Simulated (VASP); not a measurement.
K3SBr:

```
K S Br
1.0
     5.40370    0.00000    0.00000
     0.00000    5.40370    0.00000
     0.00000    0.00000    5.40370
K S Br
3 1 1
Direct
  0.00000 0.50000 0.00000
  0.00000 0.00000 0.50000
  0.50000 0.00000 0.00000
  0.50000 0.50000 0.50000
  0.00000 0.00000 0.00000
```

| Quantity | Value |
| --- | --- |
| Program | VASP 6.6.1 |
| Task | relaxation of cell and atoms |
| Functional | PBE |
| Potentials or basis | VASP PAW PBE potentials, release 64 (K_sv, S, Br) |
| Cutoff | 600 eV |
| k mesh | 4 × 4 × 4 |
| Occupations | gaussian, width 0.1 eV |
| Spin | no spin polarisation |

At the start: pressure 7.8 GPa; volume 31.56 Å³/atom.

Question: How do energy, volume and symmetry change on relaxing?

Answer: Over 4 steps the energy falls by 202.7 meV/atom and the volume is 42.41 Å³/atom (+34.4 %); space group Pm-3m (No. 221, to 0.05 Å).

The path:
```
step  energy change (eV)  largest force (eV/Å)  pressure (GPa)  volume (Å³)
   1              0.0000                0.0000            7.81       157.79
   2             -0.9469                0.0000            1.34       195.58
   3             -1.0060                0.0000            0.40       206.74
   4             -1.0133                0.0000            0.05       212.06
```

Final structure:
```
K S Br
1.0
     5.96328    0.00000    0.00000
     0.00000    5.96328    0.00000
     0.00000    0.00000    5.96328
K S Br
3 1 1
Cartesian
  0.0000 2.9816 0.0000
  0.0000 0.0000 2.9816
  2.9816 0.0000 0.0000
  2.9816 2.9816 2.9816
  0.0000 0.0000 0.0000
```

Caveat: the volume moved by over 15 % at a fixed basis, so the end points are rough.
